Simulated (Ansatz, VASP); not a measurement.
# KZr2Cl6 in VASP and in Ansatz

File INCAR:

```
SYSTEM = KZr2Cl6
  PREC = Accurate
  ENCUT = 520
  EDIFF = 1E-7
  ISMEAR = 0
  SIGMA = 0.1
  LREAL = .FALSE.
  LASPH = .TRUE.
  NELM = 100
  ALGO = Normal
  ISIF = 2
  LWAVE = .FALSE.
  LCHARG = .FALSE.
  GGA = PE
  NBANDS = 48
```

Contents of KPOINTS:

```
regular mesh
0
G
  6 6 2
  0 0 0
```

File POSCAR:

```
KZr2Cl6
1.0
    4.6915893500      0.0000000000      0.0000000000
   -2.3457946800      4.0630355600      0.0000000000
    0.0000000000      0.0000000000     11.4920000000
K Zr Cl
1 2 6
Direct
    0.0000000000      0.0000000000      0.0000000000
    0.3333333300      0.6666666700      0.6666666700
    0.6666666700      0.3333333300      0.3333333300
    0.6666666700      0.3333333300      0.5833333300
    0.0000000000      0.0000000000      0.2500000000
    0.3333333300      0.6666666700      0.9166666700
    0.3333333300      0.6666666700      0.4166666700
    0.6666666700      0.3333333300      0.0833333300
    0.0000000000      0.0000000000      0.7500000000
```

Input for Ansatz:

```yaml
crystal:
  lattice:
    - [4.69158935, 0.0, 0.0]
    - [-2.34579468, 4.06303556, 0.0]
    - [0.0, 0.0, 11.492]
  atoms:
    - { symbol: K, position: [0.0, 0.0, 0.0] }
    - { symbol: Zr, position: [0.33333333, 0.66666667, 0.66666667] }
    - { symbol: Zr, position: [0.66666667, 0.33333333, 0.33333333] }
    - { symbol: Cl, position: [0.66666667, 0.33333333, 0.58333333] }
    - { symbol: Cl, position: [0.0, 0.0, 0.25] }
    - { symbol: Cl, position: [0.33333333, 0.66666667, 0.91666667] }
    - { symbol: Cl, position: [0.33333333, 0.66666667, 0.41666667] }
    - { symbol: Cl, position: [0.66666667, 0.33333333, 0.08333333] }
    - { symbol: Cl, position: [0.0, 0.0, 0.75] }
basis:
  ecutwfc: 420
kpoints:
  mp_grid: { grid: [6, 6, 2] }
hamiltonian:
  xc: pbe
scf:
  occupations: { method: gaussian, width: 0.1 }
  lower_state_search: "off"
output:
  forces: true
  stress: true
  eigenvalues: true
```

Alike in both runs: task single point; functional PBE; k mesh 6 × 6 × 2; occupations gaussian, width 0.1 eV; no spin polarisation.

```csv
,VASP,Ansatz
version,VASP 6.6.1,Ansatz 0.2.0
potentials or method,"VASP PAW PBE potentials, release 64 (K_sv, Zr_sv, Cl), cutoff 520 eV","scalar-relativistic, plane waves, PAW"
valence electrons in the cell,75,75
```

VASP gave:

- gap on the k mesh at the Fermi level (eV): none
- pressure (GPa): -2.0
- traceless stress, the component that is largest in VASP (GPa): -1.92
- rms of the force components (eV/Å): 0.774

What did Ansatz give for the same quantities?

gap on the k mesh at the Fermi level (eV): none; pressure (GPa): -2.1; traceless stress, the component that is largest in VASP (GPa): -1.92; rms of the force components (eV/Å): 0.769.

Atom by atom the forces differ by 0.005 eV/Å (rms over components). A gap of «none» marks a metal or a gap that the smearing closes. With one functional, cell and mesh, what is left measures potentials, basis and numerics.
